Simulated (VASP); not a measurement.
Here is a VASP 6.6.1 calculation.

INCAR

```
SYSTEM = ZnS
ALGO     = Normal         ! electronic algorithm
EDIFF    = 1E-8           ! SCF threshold, eV
ENCUT    = 520            ! plane-wave cutoff, eV
GGA      = PE             ! functional
ISIF     = 2              ! what is computed and relaxed
ISMEAR   = -1             ! smearing method
LASPH    = .TRUE.         ! aspherical terms in the spheres
LCHARG   = .FALSE.        ! write CHGCAR
LEFG     = .TRUE.       
LREAL    = .FALSE.        ! projectors in reciprocal space
LWAVE    = .FALSE.        ! write WAVECAR
NBANDS   = 46             ! bands
NELM     = 100            ! most SCF steps
PREC     = Accurate       ! precision mode
SIGMA    = 0.02           ! smearing width, eV
```

The input KPOINTS:

```
k-points
0
G
  8 8 3
  0 0 0
```

The input POSCAR:

```
ZnS
1.0
    3.8089500615      0.0000000000      0.0000000000
   -1.9044750307      3.2986475150      0.0000000000
    0.0000000000      0.0000000000     12.4525986900
Zn S
4 4
Direct
    0.6666666667      0.3333333333      0.7499255000
    0.3333333333      0.6666666667      0.2499255000
    0.0000000000      0.0000000000      0.5000013000
    0.0000000000      0.0000000000      0.0000013000
    0.6666666667      0.3333333333      0.9377315200
    0.3333333333      0.6666666667      0.4377315200
    0.0000000000      0.0000000000      0.6873406800
    0.0000000000      0.0000000000      0.1873406800
```

Potentials or basis: VASP PAW PBE potentials, release 64 (Zn, S).

Command:

```bash
$ cat potpaw_PBE.64/Zn/POTCAR potpaw_PBE.64/S/POTCAR > POTCAR
$ mpirun -np 1 vasp_std > vasp.out
```

**Question.** Estimate the band gap on the k mesh.

**Answer.** 2.19 eV, direct.

**Question.** Predict the largest force.

**Answer.** 0.014 eV/Å.

Electric field gradients, principal values (V/Å²):
```csv
atom,least,middle,greatest (by size)
1 Zn,0.004,0.017,-0.021
2 Zn,0.004,0.017,-0.021
3 Zn,-0.606,-0.608,1.214
4 Zn,-0.606,-0.608,1.214
5 S,-0.703,-0.704,1.407
6 S,-0.703,-0.704,1.407
7 S,-0.268,-0.269,0.537
8 S,-0.268,-0.269,0.537
```

Caveat: without QUAD_EFG the Cq values of the log hold for a quadrupole moment of 1 mb, not for the nuclei. A k mesh can miss the band edges.
